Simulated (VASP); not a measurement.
The system is Nb.

```xyz
4
Lattice="2.9403 0.0000 0.0000 -1.4702 2.5464 0.0000 0.0000 0.0000 9.6031" Properties=species:S:1:pos:R:3 pbc="T T T"
Nb    0.0000    0.0000    0.0000
Nb    0.0000    0.0000    4.8015
Nb    0.0000    1.6976    2.4008
Nb    1.4702    0.8488    7.2023
```

This isn't the form of Nb at room conditions, which is bcc.

```yaml
Program: VASP 6.6.1
Task: relaxation of cell and atoms
Functional: revPBE
Potentials_or_basis: VASP PAW PBE potentials, release 64 (Nb_sv)
Cutoff: 600 eV
k_mesh: 12 × 12 × 4
Occupations: fermi-dirac, width 0.1 eV
Spin: no spin polarisation
```

At the start: pressure 9.1 GPa; volume 17.98 Å³/atom.

Problem. How do energy, volume and symmetry change on relaxing?

Solution. Over 13 steps the energy falls by 61.2 meV/atom and the volume is 18.89 Å³/atom (+5.1 %); space group P6_3/mmc (No. 194, to 0.1 Å) before and after.

Step by step:
| step | energy change (eV) | largest force (eV/Å) | pressure (GPa) | volume (Å³) |
| --- | --- | --- | --- | --- |
| 1 | 0.0000 | 0.0000 | 9.06 | 71.90 |
| 2 | 0.1641 | 0.0000 | -12.22 | 82.99 |
| 3 | -0.1150 | 0.0000 | -0.64 | 76.05 |
| 4 | -0.1151 | 0.0000 | -0.45 | 75.96 |
| 5 | -0.1464 | 0.0000 | -0.54 | 75.96 |
| 6 | -0.2364 | 0.0000 | -0.58 | 75.81 |
| 7 | 0.1137 | 0.0000 | 3.93 | 74.92 |
| 8 | -0.2435 | 0.0000 | -0.46 | 75.76 |
| 9 | -0.2446 | 0.0000 | -0.35 | 75.72 |
| 10 | -0.2445 | 0.0000 | -0.39 | 75.73 |
| 11 | -0.2425 | 0.0000 | 1.23 | 74.96 |
| 12 | -0.2448 | 0.0000 | 0.00 | 75.55 |
| 13 | -0.2448 | 0.0000 | 0.00 | 75.55 |

Final structure:
```xyz
4
Lattice="2.8775 0.0000 0.0000 -1.4388 2.4920 0.0000 0.0000 0.0000 10.5354" Properties=species:S:1:pos:R:3 pbc="T T T"
Nb    2.8775    0.0000    0.0000
Nb    1.4388    2.4920    5.2677
Nb    0.0000    1.6614    2.6339
Nb    1.4388    0.8307    7.9016
```

Caveat: the PAW data sets were made with another functional, which shifts forces and pressure a little.
